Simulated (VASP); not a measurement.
Write the native input for VASP 6.6.1 that does the following.

```yaml
Task: electric field gradients
Functional: PBE
Potentials_or_basis: VASP PAW PBE potentials, release 64 (Ta_pv, N)
Cutoff: 520 eV
k_mesh: 9 × 9 × 5
Occupations: fermi-dirac, width 0.01 eV
Spin: no spin polarisation
Dipole_correction: no
Further_INCAR_settings: ALGO = Normal; EDIFF = 1e-08; NBANDS = 24
```

The structure of TaN lies in POSCAR:

```
TaN
1.0
    3.0901372865      0.0000000000      0.0000000000
   -1.5450686433      2.6761373914      0.0000000000
    0.0000000000      0.0000000000      5.0050074549
Ta N
2 2
Direct
    0.3333333333      0.6666666667      0.0000000000
    0.6666666667      0.3333333333      0.5000000000
    0.3333333333      0.6666666667      0.3850000000
    0.6666666667      0.3333333333      0.8850000000
```

This cell differs from its parent crystal: volume scaled by 1.04.

One way to write it, as run:

INCAR

```
SYSTEM = TaN
ALGO = Normal ; EDIFF = 1E-8
ENCUT = 520 ; GGA = PE
ISIF = 2 ; ISMEAR = -1
LASPH = .True. ; LCHARG = .False.
LEFG = .True. ; LREAL = .False.
LWAVE = .False. ; NBANDS = 24
NELM = 60 ; PREC = Accurate
SIGMA = 0.01
```

KPOINTS

```
k-points
0
Gamma
  9 9 5
  0 0 0
```

Potentials or basis: VASP PAW PBE potentials, release 64 (Ta_pv, N).

Run with:

```console
$ cat potpaw_PBE.64/Ta_pv/POTCAR potpaw_PBE.64/N/POTCAR > POTCAR
$ mpirun -np 1 vasp_std > vasp.out
```

Results of the run:

The pressure is 113.0 GPa. The largest force is 2.236 eV/Å. The band gap on the k mesh is zero (band 16 reaches 9.91 eV, above the bottom of band 17 at 7.78 eV).

Caveat: without QUAD_EFG the Cq values of the log hold for a quadrupole moment of 1 mb, not for the nuclei; spin-orbit coupling is left out, which moves the levels of the heavy elements; forces of over 1 eV/Å act on the atoms, so gaps and moduli don't describe the material at rest.

It took 52 s on 1 thread of Intel Xeon 8259CL, with other jobs on the host, peak memory 0.18 GiB.
